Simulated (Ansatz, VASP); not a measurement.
Two plane-wave programs on C

INCAR

```
PREC = Accurate ; ENCUT = 520
EDIFF = 1E-6 ; ISMEAR = 0
SIGMA = 0.1 ; LREAL = F
LASPH = T ; NELM = 60
ALGO = Normal ; ISIF = 2
LWAVE = F ; LCHARG = F
LDIPOL = T ; IDIPOL = 3
DIPOL = 0.5 0.5 0.352 ; GGA = PE
IVDW = 12 ; NBANDS = 16
```

The input KPOINTS:

```
regular mesh
0
Gamma
  15 15 1
```

Contents of POSCAR:

```
C
1.0
    2.4656524413      0.0000000000      0.0000000000
   -1.2328262206      2.1353176511      0.0000000000
    0.0000000000      0.0000000000     17.5000663888
C
4
Direct
    0.6666666667      0.3333333333      0.2571437785
    0.3333333333      0.6666666667      0.2571418816
    0.6666666667      0.5000000000      0.4462878149
    0.3333333333      0.8333333333      0.4462859181
```

Input for Ansatz:

```yaml
crystal:
  lattice:
    - [2.4656524413, 0.0, 0.0]
    - [-1.2328262206, 2.1353176511, 0.0]
    - [0.0, 0.0, 17.5000663888]
  atoms:
    - { symbol: C, position: [0.6666666667, 0.3333333333, 0.2571437785] }
    - { symbol: C, position: [0.3333333333, 0.6666666667, 0.2571418816] }
    - { symbol: C, position: [0.6666666667, 0.5, 0.4462878149] }
    - { symbol: C, position: [0.3333333333, 0.8333333333, 0.4462859181] }
basis:
  ecutwfc: 420
kpoints:
  mp_grid: { grid: [15, 15, 1] }
hamiltonian:
  xc: pbe
  pseudopotentials: { kind: paw, azcp: { folder: soft_1 } }
  dispersion: d3bj
scf:
  occupations: { method: gaussian, width: 0.1 }
output:
  forces: true
  eigenvalues: true
efield:
  axis: 3
  dipole_correction: true
  ramp_width: 0.04
```

Alike in both runs: task single point; functional PBE; dispersion D3(BJ); k mesh 15 × 15 × 1; occupations gaussian, width 0.1 eV; no spin polarisation.

|  | VASP | Ansatz |
| --- | --- | --- |
| version | VASP 6.6.1 | Ansatz 0.2.0 |
| potentials or method | VASP PAW PBE potentials, release 64 (C), cutoff 520 eV | scalar-relativistic, plane waves, PAW |
| valence electrons in the cell | 16 | 16 |

|  | VASP | Ansatz | Ansatz less VASP |
| --- | --- | --- | --- |
| gap on the k mesh at the Fermi level (eV) | 0.64 | 0.64 | -0.001 |
| least direct gap on the mesh (eV) | 0.64 | 0.64 | -0.001 |
| rms of the force components (eV/Å) | 0.031 | 0.031 | -0.0001 |

Atom by atom the forces differ by 0.000 eV/Å (rms over components). Ansatz's warnings: structure snapped to symmetry.
